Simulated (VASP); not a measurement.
# Ta6H in VASP: further runs

Ta6H is run at these levels: PBE; tasks: relaxation of the atoms.

Everything below comes from runs of VASP 6.6.1. Logs are shortened: lines on timing, memory, paths and dates and some standing lists are left out, and cuts for length are marked.

**1. The cell of the first run**

The cell holds a slab with vacuum, 7 atoms: a = 4.694 Å, b = 4.694 Å, c = 19.988 Å, α = 90.00°, β = 90.00°, γ = 120.00°.

**2. Relaxation of the atoms, PBE**

The input, INCAR:

```
SYSTEM = Ta6H
PREC     = Accurate       ! precision mode
ENCUT    = 450            ! plane-wave cutoff, eV
EDIFF    = 1E-7           ! SCF threshold, eV
ISMEAR   = 0              ! smearing method
SIGMA    = 0.1            ! smearing width, eV
LREAL    = .False.        ! projectors in reciprocal space
LASPH    = .True.         ! aspherical terms in the spheres
NELM     = 120            ! most SCF steps
ALGO     = Normal         ! electronic algorithm
ISIF     = 2              ! what is computed and relaxed
LWAVE    = .False.        ! write WAVECAR
LCHARG   = .False.        ! write CHGCAR
LDIPOL   = .True.       
IDIPOL   = 3            
DIPOL    = 0.5 0.5 0.334
GGA      = PE             ! functional
IBRION   = 2              ! ionic algorithm
NSW      = 36             ! ionic steps
EDIFFG   = -0.025         ! ionic threshold
GGA_COMPAT= .False.      
NELMIN   = 4            
NELMDL   = -8           
KPAR     = 4
```

The input, KPOINTS:

```
Automatic mesh
0
Gamma
  6 6 1
  0 0 0
```

The input, POSCAR:

```
Ta6H
1.0
    4.6937283341      0.0000000000      0.0000000000
   -2.3468641670      4.0648879758      0.0000000000
    0.0000000000      0.0000000000     19.9881921123
Ta H
6 1
Selective dynamics
Direct
    0.6666666667      0.3333333333      0.2001181486  F F F
    0.3333333333      0.6666666667      0.2480516124  F F F
    0.0000000000      0.0000000000      0.2959850763  F F F
    0.6666666667      0.3333333333      0.3401842451  F F F
    0.3333333333      0.6666666667      0.3819724402  F F F
    0.0000000000      0.0000000000      0.4246603227  F F F
    0.2222222222      0.4444444444      0.4477361923  F F T
```

Potentials or basis: VASP PAW PBE potentials, release 64 (Ta_pv, H).

The run is started by

```sh
$ cat potpaw_PBE.64/Ta_pv/POTCAR potpaw_PBE.64/H/POTCAR > POTCAR
$ mpirun -np 4 vasp_std > vasp.out
```

OUTCAR:

```text
SYSTEM = Ta6H
   PREC = Accurate
   ENCUT = 450
   EDIFF = 1E-7
   ISMEAR = 0
   LREAL = .False.
   LASPH = .True.
   NELM = 120
   ISIF = 2
   GGA = PE
   IBRION = 2
   NSW = 36
   EDIFFG = -0.025
   NELMIN = 4
   NELMDL = -8

 ion  position               nearest neighbor table
   1  0.667  0.333  0.200-   4 2.80   2 2.87   2 2.87   2 2.87   3 3.32   3 3.32   3 3.32
   2  0.333  0.667  0.248-   5 2.68   1 2.87   1 2.87   3 2.87   1 2.87   3 2.87   3 2.87   4 3.28
                             4 3.28   4 3.28
   3  0.000  0.000  0.296-   6 2.57   4 2.85   4 2.85   4 2.85   2 2.87   2 2.87   2 2.87   5 3.21
                             5 3.21   5 3.21   1 3.32   1 3.32   1 3.32
   4  0.667  0.333  0.340-   1 2.80   5 2.84   5 2.84   5 2.84   3 2.85   3 2.85   3 2.85   6 3.19
                             6 3.19   6 3.19   2 3.28   2 3.28   2 3.28
   5  0.333  0.667  0.382-   7 1.59   2 2.68   4 2.84   4 2.84   4 2.84   6 2.84   6 2.84   6 2.84
                             3 3.21   3 3.21   3 3.21
   6  0.000  0.000  0.425-   7 1.86   3 2.57   5 2.84   5 2.84   5 2.84   4 3.19   4 3.19   4 3.19

   7  0.222  0.444  0.448-   5 1.59   6 1.86

  LATTYP: Found a hexagonal cell.
 ALAT       =     4.6937283341
 C/A-ratio  =     4.2584893478

  Lattice vectors:

 A1 = (   4.6937283341,   0.0000000000,   0.0000000000)
 A2 = (  -2.3468641670,   4.0648879758,   0.0000000000)
 A3 = (   0.0000000000,   0.0000000000,  19.9881921123)

Analysis of symmetry for initial positions (statically):
=====================================================================
 Subroutine PRICEL returns:
 Original cell was already a primitive cell.

 Routine SETGRP: Setting up the symmetry group for a
 hexagonal supercell.

 Subroutine GETGRP returns: Found  2 space group operations
 (whereof  2 operations were pure point group operations)
 out of a pool of 24 trial point group operations.

The static configuration has the point symmetry C_1h.

Analysis of symmetry for dynamics (positions and initial velocities):
=====================================================================
 Subroutine PRICEL returns:
 Original cell was already a primitive cell.

 Routine SETGRP: Setting up the symmetry group for a
 hexagonal supercell.

 Subroutine GETGRP returns: Found  2 space group operations
 (whereof  2 operations were pure point group operations)
 out of a pool of 24 trial point group operations.

The dynamic configuration has the point symmetry C_1h.

Analysis of constrained symmetry for selective dynamics:
=====================================================================
 Subroutine PRICEL returns:
 Original cell was already a primitive cell.

 Routine SETGRP: Setting up the symmetry group for a
 hexagonal supercell.

 Subroutine GETGRP returns: Found  2 space group operations
 (whereof  2 operations were pure point group operations)
 out of a pool of 24 trial point group operations.

The constrained configuration has the point symmetry C_1h.

 Subroutine INISYM returns: Found  2 space group operations
 (whereof  2 operations are pure point group operations),
 and found     1 'primitive' translations

----------------------------------------------------------------------------------------

                                     Primitive cell

  volume of cell :     381.3643

  direct lattice vectors                    reciprocal lattice vectors
     4.693728334  0.000000000  0.000000000     0.213050251  0.123004620  0.000000000
    -2.346864167  4.064887976  0.000000000     0.000000000  0.246009240  0.000000000
     0.000000000  0.000000000 19.988192112     0.000000000  0.000000000  0.050029537

  length of vectors
     4.693728334  4.693728334 19.988192112     0.246009240  0.246009240  0.050029537

  position of ions in fractional coordinates (direct lattice)
     0.666666667  0.333333333  0.200118149
     0.333333333  0.666666667  0.248051612
     0.000000000  0.000000000  0.295985076
     0.666666667  0.333333333  0.340184245
     0.333333333  0.666666667  0.381972440
     0.000000000  0.000000000  0.424660323
     0.222222222  0.444444444  0.447736192

[... 23 lines left out ...]
     0.000000000  0.000000000  0.050029537     0.000000000  0.000000000  1.000000000

  Length of vectors
     0.041001540  0.041001540  0.050029537

  Shift w.r.t. Gamma in fractional coordinates (k-lattice)
     0.000000000  0.000000000  0.000000000

 Subroutine IBZKPT returns following result:
 ===========================================

 Found     13 irreducible k-points:

 Following reciprocal coordinates:
            Coordinates               Weight
  0.000000  0.000000  0.000000      1.000000
  0.166667 -0.000000  0.000000      4.000000
  0.000000  0.166667  0.000000      2.000000
  0.333333  0.000000  0.000000      4.000000
  0.000000  0.333333  0.000000      2.000000
  0.500000  0.000000  0.000000      2.000000
  0.000000  0.500000  0.000000      1.000000
  0.166667  0.166667  0.000000      4.000000
[... 16 lines left out ...]
   ICHARG =      2    charge: 1-file 2-atom 10-const
   ISPIN  =      1    spin polarized calculation?
   LNONCOLLINEAR =      F non collinear calculations
   LSORBIT =      F    spin-orbit coupling
   LASPH  =      T    aspherical Exc in radial PAW
   ENCUT  =  450.0 eV  33.07 Ry    5.75 a.u.   8.12  8.12 34.57*2*pi/ulx,y,z
   NELM   =    120;   NELMIN=  4; NELMDL= -8     # of ELM steps
   EDIFF  = 0.1E-06   stopping-criterion for ELM
   LREAL  =      F    real-space projection
   EDIFFG = -.3E-01   stopping-criterion for IOM
   NSW    =     36    number of steps for IOM
   IBRION =      2    ionic relax: 0-MD 1-quasi-New 2-CG
   NFREE  =      1    steps in history (QN), initial steepest desc. (CG)
   ISIF   =      2    stress and relaxation
   ISYM   =      2    0-nonsym 1-usesym 2-fastsym
   POTIM  = 0.5000    time-step for ionic-motion
   TEBEG  =    0.0;   TEEND  =   0.0 temperature during run
   PSTRESS=    0.0 pullay stress
   NELECT =      67.0000    total number of electrons
   NUPDOWN=      -1.0000    fix difference up-down
   EMIN   =  10.00;   EMAX   =-10.00  energy-range for DOS
   EFERMI =   0.00;   METHOD = LEGACY
   ISMEAR =     0;   SIGMA  =   0.10  broadening in eV -4-tet -1-fermi 0-gaus
   EFERMI_NEDOS =   21; number of points for ismear=-14 and -15
   IALGO  =     38    algorithm
   IMIX   =      4    mixing-type and parameters
     AMIX     =   0.40;   BMIX     =  1.00
     AMIX_MAG =   1.60;   BMIX_MAG =  1.00
  volume/ion in A,a.u.               =      54.48       367.65
  Fermi-wavevector in a.u.,A,eV,Ry     =   0.916895  1.732681 11.438377  0.840697
  Thomas-Fermi vector in A             =   2.041803
   LORBIT       =      0    0 simple, 1 ext, 2 COOP (PROOUT), +10 PAW based schemes
   GGA     = PE    functional components
   LHFCALC =     F    Hartree Fock is set to
   AEXX    =    0.0000 exact exchange contribution
   IVDW    =     0    specifies the selected vdW correction
   LEPSILON=     F    determine dielectric tensor
   LRPA    =     F    only Hartree local field effects (RPA)
 conjugate gradient relaxation of ions
 non-spin polarized calculation
 Gauss-broadening in eV      SIGMA  =   0.10
  energy-cutoff  :      450.00
  volume of cell :      381.36
 maximum number of plane-waves:      8295
   NGX = 17   NGY = 17   NGZ = 69

 dipolmoment           0.000000      0.000000     -0.022206 electrons x Angstroem

--------------------------------------- Ionic step        1  -------------------------------------------

 number of electron      67.0000000 magnetization

 Free energy of the ion-electron system (eV)
  ---------------------------------------------------
  ext. energy  EPLUGINS =         0.00000000
  ---------------------------------------------------
  free energy    TOTEN  =       -67.54253585 eV

  energy without entropy =      -67.50122256  energy(sigma->0) =      -67.52187921

------------------------ aborting loop because EDIFF is reached ----------------------------------------

  FORCE on cell =-STRESS in cart. coord.  units (eV):
  Direction    XX          YY          ZZ          XY          YZ          ZX
  --------------------------------------------------------------------------------------
  -------------------------------------------------------------------------------------
  Total       -3.6492360     -1.0457373      2.8028596     -0.0000000     -2.8045911     -0.0000000
  in kB      -15.3310708     -4.3933230     11.7752973     -0.0000000    -11.7825715     -0.0000000
  external PRESSURE =      -2.6496988 kB  Pullay stress =       0.0000000 kB
[... 151 lines left out ...]
--------------------------------------- Ionic step        5  -------------------------------------------

 number of electron      67.0000000 magnetization

 dipolmoment           0.000000      0.000000      0.047807 electrons x Angstroem

 Free energy of the ion-electron system (eV)
  ---------------------------------------------------
  ext. energy  EPLUGINS =         0.00000000
  ---------------------------------------------------
  free energy    TOTEN  =       -68.09216863 eV

  energy without entropy =      -68.05053890  energy(sigma->0) =      -68.07135376

 E-fermi :  -0.8794     XC(G=0):  -4.7507

 val. band max:       -0.8842221425   @ k =   0.5000   0.3333   0.0000
 cond. band min:      -0.8461903827   @ k =   0.3333   0.1667   0.0000
 fundamental gap:      0.0380317598
 Fermi energy:        -0.8794191198

 k-point     1 :       0.0000    0.0000    0.0000
  band No.  band energies     occupation
      1     -35.6154      2.00000
      2     -35.5463      2.00000
      3     -35.3298      2.00000
      4     -35.3223      2.00000
      5     -35.1885      2.00000
      6     -35.1685      2.00000
[... 548 lines left out ...]
     39       0.3768      0.00000
     40       0.5806      0.00000

------------------------ aborting loop because EDIFF is reached ----------------------------------------

 vacuum level on the upper side and lower side of the slab       (xc-potential included)         0.215        -0.225

  FORCE on cell =-STRESS in cart. coord.  units (eV):
  Direction    XX          YY          ZZ          XY          YZ          ZX
  --------------------------------------------------------------------------------------
  -------------------------------------------------------------------------------------
  Total       -3.8228614     -4.1440375     -1.5502321     -0.0000000     -0.0197348     -0.0000000
  in kB      -16.0605009    -17.4098175     -6.5127930     -0.0000000     -0.0829095     -0.0000000
  external PRESSURE =     -13.3277038 kB  Pullay stress =       0.0000000 kB
[... 22 lines left out ...]
  FREE ENERGIE OF THE ION-ELECTRON SYSTEM (eV)
  ---------------------------------------------------
  free  energy   TOTEN  =       -68.0921686275 eV

  energy  without entropy=      -68.0505388973  energy(sigma->0) =      -68.07135376

 reached required accuracy - stopping structural energy minimisation

 vacuum level on the upper side and lower side of the slab         2.999         2.546
```

Run time: 7.7 min. Hardware: 4 MPI ranks of Intel Xeon Platinum 8375C at 2.90GHz (Ice Lake), shared host; peak memory 0.46 GiB.

What came out:

```yaml
Free_energy: -68.0922 eV
Energy_gained_by_relaxing: 78.5 meV/atom
Ionic_steps: 5
Band_gap_on_the_k_mesh: zero (an odd number of electrons rules out a gap without spin polarisation)
```

Step by step:
| step | energy change (eV) | largest force on free atoms (eV/Å) | pressure (GPa) |
| --- | --- | --- | --- |
| 1 | 0.0000 | 3.4879 | -0.26 |
| 2 | -0.4096 | 1.5104 | -0.83 |
| 3 | -0.5421 | 0.2762 | -1.44 |
| 4 | -0.5491 | 0.0732 | -1.36 |
| 5 | -0.5496 | 0.0016 | -1.33 |

Final structure:
```
Ta H
1.0
     4.69373    0.00000    0.00000
    -2.34686    4.06489    0.00000
     0.00000    0.00000   19.98819
Ta H
6 1
Direct
  0.66667 0.33333 0.20012
  0.33333 0.66667 0.24805
  0.00000 0.00000 0.29599
  0.66667 0.33333 0.34018
  0.33333 0.66667 0.38197
  0.00000 0.00000 0.42466
  0.22222 0.44444 0.46633
```

Caveat: spin-orbit coupling is left out, which moves the levels of the heavy elements.

[end of part 1 of 2]

The gap in the log of VASP goes by the Fermi energy; the results here count the filled bands.